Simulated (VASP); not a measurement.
# NbAs (P-6m2) in VASP: notebook

NbAs is run at these levels: PBE; tasks: single point.

Everything below comes from runs of VASP 6.6.1. Logs are shortened: lines on timing, memory, paths and dates and some standing lists are left out, and cuts for length are marked.

### Step 1. The cell of the first run

The structure is hexagonal, space group P-6m2 (No. 187). The conventional cell has a = 3.434 Å, b = 3.434 Å, c = 3.478 Å, α = 90.00°, β = 90.00°, γ = 120.00°. Nb (site symmetry -6m2) has 6 As at 2.64 Å and 8 Nb at 3.43 to 3.48 Å within 3.5 Å. Within 3.5 Å of As (site symmetry -6m2) lie 6 Nb at 2.64 Å and 8 As at 3.43 to 3.48 Å.

### Step 2. Single point, PBE

INCAR reads:

```
PREC = Accurate
ENCUT = 500
EDIFF = 1E-6
ISMEAR = 0
SIGMA = 0.1
LREAL = False
LASPH = True
NELM = 120
ALGO = Normal
ISIF = 2
LWAVE = False
LCHARG = False
GGA = PE
NBANDS = 16
GGA_COMPAT = False
```

KPOINTS reads:

```
regular mesh
0
Gamma
  6 6 6
```

POSCAR reads:

```
NbAs
1.0
    3.4344319445      0.0000000000      0.0000000000
   -1.7172159722      2.9743053115      0.0000000000
    0.0000000000      0.0000000000      3.4784108205
Nb As
1 1
Direct
    0.0000000000      0.0000000000      0.0000000000
    0.3333333333      0.6666666667      0.5000000000
```

Potentials or basis: VASP PAW PBE potentials, release 64 (Nb_sv, As).

Launch:

```bash
$ cat potpaw_PBE.64/Nb_sv/POTCAR potpaw_PBE.64/As/POTCAR > POTCAR
$ mpirun -np 1 vasp_std > vasp.out
```

OUTCAR:

```text
PREC = Accurate
   ENCUT = 500
   EDIFF = 1E-6
   ISMEAR = 0
   LREAL = False
   LASPH = True
   NELM = 120
   ISIF = 2
   GGA = PE

 ion  position               nearest neighbor table
   1  0.000  0.000  0.000-   2 2.64   2 2.64   2 2.64   2 2.64   2 2.64   2 2.64
   2  0.333  0.667  0.500-   1 2.64   1 2.64   1 2.64   1 2.64   1 2.64   1 2.64

  LATTYP: Found a hexagonal cell.
 ALAT       =     3.4344319445
 C/A-ratio  =     1.0128052839

  Lattice vectors:

 A1 = (   3.4344319445,   0.0000000000,   0.0000000000)
 A2 = (  -1.7172159722,   2.9743053115,   0.0000000000)
 A3 = (   0.0000000000,   0.0000000000,   3.4784108205)

Analysis of symmetry for initial positions (statically):
=====================================================================
 Subroutine PRICEL returns:
 Original cell was already a primitive cell.

 Routine SETGRP: Setting up the symmetry group for a
 hexagonal supercell.

 Subroutine GETGRP returns: Found 12 space group operations
 (whereof 12 operations were pure point group operations)
 out of a pool of 24 trial point group operations.

The static configuration has the point symmetry D_3h.

Analysis of symmetry for dynamics (positions and initial velocities):
=====================================================================
 Subroutine PRICEL returns:
 Original cell was already a primitive cell.

 Routine SETGRP: Setting up the symmetry group for a
 hexagonal supercell.

 Subroutine GETGRP returns: Found 12 space group operations
 (whereof 12 operations were pure point group operations)
 out of a pool of 24 trial point group operations.

The dynamic configuration has the point symmetry D_3h.

 Subroutine INISYM returns: Found 12 space group operations
 (whereof 12 operations are pure point group operations),
 and found     1 'primitive' translations

----------------------------------------------------------------------------------------

                                     Primitive cell

  volume of cell :      35.5321

  direct lattice vectors                    reciprocal lattice vectors
     3.434431945  0.000000000  0.000000000     0.291168967  0.168106481  0.000000000
    -1.717215972  2.974305312  0.000000000     0.000000000  0.336212962  0.000000000
     0.000000000  0.000000000  3.478410821     0.000000000  0.000000000  0.287487606

  length of vectors
     3.434431945  3.434431944  3.478410821     0.336212962  0.336212962  0.287487606

  position of ions in fractional coordinates (direct lattice)
     0.000000000  0.000000000  0.000000000
     0.333333333  0.666666667  0.500000000

  ion indices of the primitive-cell ions
   primitive index   ion index
                 1           1
                 2           2

----------------------------------------------------------------------------------------

 KPOINTS: regular mesh

Automatic generation of k-mesh.
 Grid dimensions read from file:
 generate k-points for:    6    6    6

 Generating k-lattice:

  Cartesian coordinates                     Fractional coordinates (reciprocal lattice)
     0.048528161  0.028017747  0.000000000     0.166666667  0.000000000  0.000000000
     0.000000000  0.056035494  0.000000000     0.000000000  0.166666667  0.000000000
     0.000000000  0.000000000  0.047914601     0.000000000  0.000000000  0.166666667

  Length of vectors
     0.056035494  0.056035494  0.047914601

  Shift w.r.t. Gamma in fractional coordinates (k-lattice)
     0.000000000  0.000000000  0.000000000

 Subroutine IBZKPT returns following result:
 ===========================================

 Found     28 irreducible k-points:

 Following reciprocal coordinates:
            Coordinates               Weight
  0.000000  0.000000  0.000000      1.000000
  0.166667  0.000000  0.000000      6.000000
  0.333333 -0.000000  0.000000      6.000000
  0.500000 -0.000000  0.000000      3.000000
  0.166667  0.166667  0.000000      6.000000
  0.333333  0.166667  0.000000     12.000000
[... 16 lines left out ...]
  0.166667  0.000000  0.500000      6.000000
  0.333333 -0.000000  0.500000      6.000000
 [... further k-points ...]
   k-points           NKPTS =     28   k-points in BZ     NKDIM =     28   number of bands    NBANDS=     16
   number of dos      NEDOS =    301   number of ions     NIONS =      2
   total plane-waves  NPLWV =  21952
   dimension x,y,z NGX =    28 NGY =   28 NGZ =   28
   dimension x,y,z NGXF=    56 NGYF=   56 NGZF=   56
   ions per type =               1   1
   NGX,Y,Z   is equivalent  to a cutoff of  13.55, 13.55, 13.38 a.u.
   NGXF,Y,Z  is equivalent  to a cutoff of  27.11, 27.11, 26.76 a.u.
 SYSTEM =  unknown system
   PREC   = accura    normal or accurate (medium, high low for compatibility)
   ISTART =      0    job   : 0-new  1-cont  2-samecut
   ICHARG =      2    charge: 1-file 2-atom 10-const
   ISPIN  =      1    spin polarized calculation?
   LNONCOLLINEAR =      F non collinear calculations
   LSORBIT =      F    spin-orbit coupling
   LASPH  =      T    aspherical Exc in radial PAW
   ENCUT  =  500.0 eV  36.75 Ry    6.06 a.u.   6.26  6.26  6.34*2*pi/ulx,y,z
   NELM   =    120;   NELMIN=  2; NELMDL= -5     # of ELM steps
   EDIFF  = 0.1E-05   stopping-criterion for ELM
   LREAL  =      F    real-space projection
   EDIFFG = 0.1E-04   stopping-criterion for IOM
   NSW    =      0    number of steps for IOM
   IBRION =     -1    ionic relax: 0-MD 1-quasi-New 2-CG
   NFREE  =      0    steps in history (QN), initial steepest desc. (CG)
   ISIF   =      2    stress and relaxation
   ISYM   =      2    0-nonsym 1-usesym 2-fastsym
   POTIM  = 0.5000    time-step for ionic-motion
   TEBEG  =    0.0;   TEEND  =   0.0 temperature during run
   PSTRESS=    0.0 pullay stress
   NELECT =      18.0000    total number of electrons
   NUPDOWN=      -1.0000    fix difference up-down
   EMIN   =  10.00;   EMAX   =-10.00  energy-range for DOS
   EFERMI =   0.00;   METHOD = LEGACY
   ISMEAR =     0;   SIGMA  =   0.10  broadening in eV -4-tet -1-fermi 0-gaus
   EFERMI_NEDOS =   21; number of points for ismear=-14 and -15
   IALGO  =     38    algorithm
   IMIX   =      4    mixing-type and parameters
     AMIX     =   0.40;   BMIX     =  1.00
     AMIX_MAG =   1.60;   BMIX_MAG =  1.00
  volume/ion in A,a.u.               =      17.77       119.89
  Fermi-wavevector in a.u.,A,eV,Ry     =   1.305044  2.466176 23.172631  1.703140
  Thomas-Fermi vector in A             =   2.435940
   LORBIT       =      0    0 simple, 1 ext, 2 COOP (PROOUT), +10 PAW based schemes
   GGA     = PE    functional components
   LHFCALC =     F    Hartree Fock is set to
   AEXX    =    0.0000 exact exchange contribution
   IVDW    =     0    specifies the selected vdW correction
   LEPSILON=     F    determine dielectric tensor
   LRPA    =     F    only Hartree local field effects (RPA)
 non-spin polarized calculation
 Gauss-broadening in eV      SIGMA  =   0.10
  energy-cutoff  :      500.00
  volume of cell :       35.53
 maximum number of plane-waves:       924
 NGX is ok and might be reduce to    28
   NGX = 13   NGY = 13   NGZ = 13

 number of electron      18.0000001 magnetization

 Free energy of the ion-electron system (eV)
  ---------------------------------------------------
  ext. energy  EPLUGINS =         0.00000000
  ---------------------------------------------------
  free energy    TOTEN  =       -16.24119300 eV

  energy without entropy =      -16.23833341  energy(sigma->0) =      -16.23976321

 E-fermi :   9.2125     XC(G=0): -11.7475

 val. band max:        9.1920997580   @ k =   0.0000   0.0000   0.1667
 cond. band min:       9.4586405800   @ k =   0.1667   0.0000   0.3333
 fundamental gap:      0.2665408220
 Fermi energy:         9.2125458133

 k-point     1 :       0.0000    0.0000    0.0000
  band No.  band energies     occupation
      1     -45.8380      2.00000
      2     -21.9256      2.00000
      3     -21.7636      2.00000
      4     -21.7636      2.00000
      5      -3.7005      2.00000
      6       6.7125      2.00000
[... 8 lines left out ...]
     15      17.9002      0.00000
     16      19.1775      0.00000

 k-point     2 :       0.1667    0.0000    0.0000
  band No.  band energies     occupation
      1     -45.8321      2.00000
      2     -21.9149      2.00000
      3     -21.8335      2.00000
      4     -21.7797      2.00000
      5      -3.2879      2.00000
      6       6.0665      2.00000
[... 8 lines left out ...]
     15      17.8560      0.00000
     16      20.4718      0.00000

 k-point     3 :       0.3333   -0.0000    0.0000
  band No.  band energies     occupation
      1     -45.8202      2.00000
      2     -21.9705      2.00000
      3     -21.8934      2.00000
      4     -21.8118      2.00000
      5      -2.2738      2.00000
      6       4.3191      2.00000
[... 8 lines left out ...]
     15      18.9059      0.00000
     16      20.7768      0.00000

 k-point     4 :       0.5000   -0.0000    0.0000
  band No.  band energies     occupation
      1     -45.8143      2.00000
      2     -22.0377      2.00000
      3     -21.8826      2.00000
      4     -21.8277      2.00000
      5      -1.5789      2.00000
      6       3.3494      2.00000
[... 8 lines left out ...]
     15      17.6127      0.00000
     16      21.1160      0.00000
[... 324 lines left out ...]
 k-point    22 :       0.0000    0.0000    0.5000
  band No.  band energies     occupation
      1     -45.8269      2.00000
      2     -22.1246      2.00000
      3     -21.7468      2.00000
      4     -21.7468      2.00000
      5      -1.9231      2.00000
      6       2.7646      2.00000
[... 8 lines left out ...]
     15      17.4826      0.00000
     16      21.1581      0.00000

 k-point    23 :       0.1667    0.0000    0.5000
  band No.  band energies     occupation
      1     -45.8210      2.00000
      2     -22.1074      2.00000
      3     -21.8118      2.00000
      4     -21.7615      2.00000
      5      -1.8123      2.00000
      6       3.2538      2.00000
[... 8 lines left out ...]
     15      18.3613      0.00000
     16      20.7132      0.00000

 k-point    24 :       0.3333   -0.0000    0.5000
  band No.  band energies     occupation
      1     -45.8094      2.00000
      2     -22.0728      2.00000
      3     -21.9396      2.00000
      4     -21.7908      2.00000
      5      -1.5407      2.00000
      6       4.1753      2.00000
[... 8 lines left out ...]
     15      17.1683      0.00000
     16      19.6843      0.00000

 [... further k-points ...]
[... 5 lines left out ...]
  --------------------------------------------------------------------------------------
  -------------------------------------------------------------------------------------
  Total       -0.0256696     -0.0256696     -0.0620640     -0.0000000     -0.0000000      0.0000000
  in kB       -1.1574654     -1.1574654     -2.7985241     -0.0000000     -0.0000000      0.0000000
  external PRESSURE =      -1.7044849 kB  Pullay stress =       0.0000000 kB

 VOLUME and BASIS-vectors are now :
 -----------------------------------------------------------------------------
  energy-cutoff  :      500.00
  volume of cell :       35.53
      direct lattice vectors                 reciprocal lattice vectors
     3.434431945  0.000000000  0.000000000     0.291168967  0.168106481  0.000000000
    -1.717215972  2.974305312  0.000000000     0.000000000  0.336212962  0.000000000
     0.000000000  0.000000000  3.478410821     0.000000000  0.000000000  0.287487606

 POSITION                                       TOTAL-FORCE (eV/Angst)
 -----------------------------------------------------------------------------------
      0.00000      0.00000      0.00000         0.000000      0.000000      0.000000
     -0.00000      1.98287      1.73921        -0.000000     -0.000000      0.000000
 -----------------------------------------------------------------------------------
    total drift:                                0.000000     -0.000000      0.000000

  FREE ENERGIE OF THE ION-ELECTRON SYSTEM (eV)
  ---------------------------------------------------
  free  energy   TOTEN  =       -16.2411929975 eV

  energy  without entropy=      -16.2383334143  energy(sigma->0) =      -16.23976321
```

It took 33 s on 1 thread of Intel Xeon 8259CL, shared host; peak memory 0.16 GiB.

What came out:

* Free energy: -16.2412 eV
* Pressure: -0.2 GPa
* Band gap on the k mesh: zero (band 9 reaches 9.19 eV, above the bottom of band 10 at 8.99 eV)

Stress tensor (GPa, compression positive):
```
-0.12  0.00  0.00
 0.00 -0.12  0.00
 0.00  0.00 -0.28
```

### Step 3. Single point, PBE

Changes to INCAR since step 2:

```diff
@@ -4,3 +4,3 @@
 ISMEAR = 0
-SIGMA = 0.1
+SIGMA = 0.2
 LREAL = False
```

KPOINTS reads:

```
Automatic mesh
0
Gamma
  7 7 6
```

POSCAR is that of step 2.

Potentials or basis: VASP PAW PBE potentials, release 64 (Nb_sv, As).

Launch:

```bash
$ cat potpaw_PBE.64/Nb_sv/POTCAR potpaw_PBE.64/As/POTCAR > POTCAR
$ mpirun -np 1 vasp_std > vasp.out
```

OUTCAR:

```text
PREC = Accurate
   ENCUT = 500
   EDIFF = 1E-6
   ISMEAR = 0
   LREAL = False
   LASPH = True
   NELM = 120
   ISIF = 2
   GGA = PE

 ion  position               nearest neighbor table
   1  0.000  0.000  0.000-   2 2.64   2 2.64   2 2.64   2 2.64   2 2.64   2 2.64
   2  0.333  0.667  0.500-   1 2.64   1 2.64   1 2.64   1 2.64   1 2.64   1 2.64

  LATTYP: Found a hexagonal cell.
 ALAT       =     3.4344319445
 C/A-ratio  =     1.0128052839

  Lattice vectors:

 A1 = (   3.4344319445,   0.0000000000,   0.0000000000)
 A2 = (  -1.7172159722,   2.9743053115,   0.0000000000)
 A3 = (   0.0000000000,   0.0000000000,   3.4784108205)

Analysis of symmetry for initial positions (statically):
=====================================================================
 Subroutine PRICEL returns:
 Original cell was already a primitive cell.

 Routine SETGRP: Setting up the symmetry group for a
 hexagonal supercell.

 Subroutine GETGRP returns: Found 12 space group operations
[... 157 lines left out ...]

 Free energy of the ion-electron system (eV)
  ---------------------------------------------------
  ext. energy  EPLUGINS =         0.00000000
  ---------------------------------------------------
  free energy    TOTEN  =       -16.24997174 eV

  energy without entropy =      -16.23861237  energy(sigma->0) =      -16.24429206

 E-fermi :   9.2516     XC(G=0): -11.7474

 val. band max:        9.1926785748   @ k =   0.0000   0.0000   0.1667
 cond. band min:       9.2702284708   @ k =   0.2857   0.2857   0.0000
 fundamental gap:      0.0775498959
 Fermi energy:         9.2516135477

 k-point     1 :       0.0000    0.0000    0.0000
  band No.  band energies     occupation
      1     -45.8277      2.00000
      2     -21.9191      2.00000
      3     -21.7525      2.00000
      4     -21.7525      2.00000
      5      -3.7038      2.00000
      6       6.7156      2.00000
[... 433 lines left out ...]
      3     -21.9511      2.00000
      4     -21.8780      2.00000
      5      -1.2789      2.00000
      6       4.3477      2.00000
[... 8 lines left out ...]
     15      17.2029      0.00000
     16      20.0916      0.00000

 [... further k-points ...]
[... 5 lines left out ...]
  --------------------------------------------------------------------------------------
  -------------------------------------------------------------------------------------
  Total       -0.0555781     -0.0555781     -0.0307440     -0.0000000     -0.0000000      0.0000000
  in kB       -2.5060676     -2.5060676     -1.3862774     -0.0000000     -0.0000000      0.0000000
  external PRESSURE =      -2.1328042 kB  Pullay stress =       0.0000000 kB

 VOLUME and BASIS-vectors are now :
 -----------------------------------------------------------------------------
  energy-cutoff  :      500.00
  volume of cell :       35.53
      direct lattice vectors                 reciprocal lattice vectors
     3.434431945  0.000000000  0.000000000     0.291168967  0.168106481  0.000000000
    -1.717215972  2.974305312  0.000000000     0.000000000  0.336212962  0.000000000
     0.000000000  0.000000000  3.478410821     0.000000000  0.000000000  0.287487606

 POSITION                                       TOTAL-FORCE (eV/Angst)
 -----------------------------------------------------------------------------------
      0.00000      0.00000      0.00000        -0.000000      0.000000      0.000000
     -0.00000      1.98287      1.73921         0.000000      0.000000      0.000000
 -----------------------------------------------------------------------------------
    total drift:                                0.000000     -0.000000      0.000000

  FREE ENERGIE OF THE ION-ELECTRON SYSTEM (eV)
  ---------------------------------------------------
  free  energy   TOTEN  =       -16.2499717439 eV

  energy  without entropy=      -16.2386123702  energy(sigma->0) =      -16.24429206
```

Run time: 33 s. Hardware: 1 thread of Intel Xeon 8259CL, shared host; peak memory 0.17 GiB.

Results:

* Free energy: -16.2500 eV
* Pressure: -0.2 GPa
* Band gap on the k mesh: zero (band 9 reaches 9.27 eV, above the bottom of band 10 at 9.00 eV)
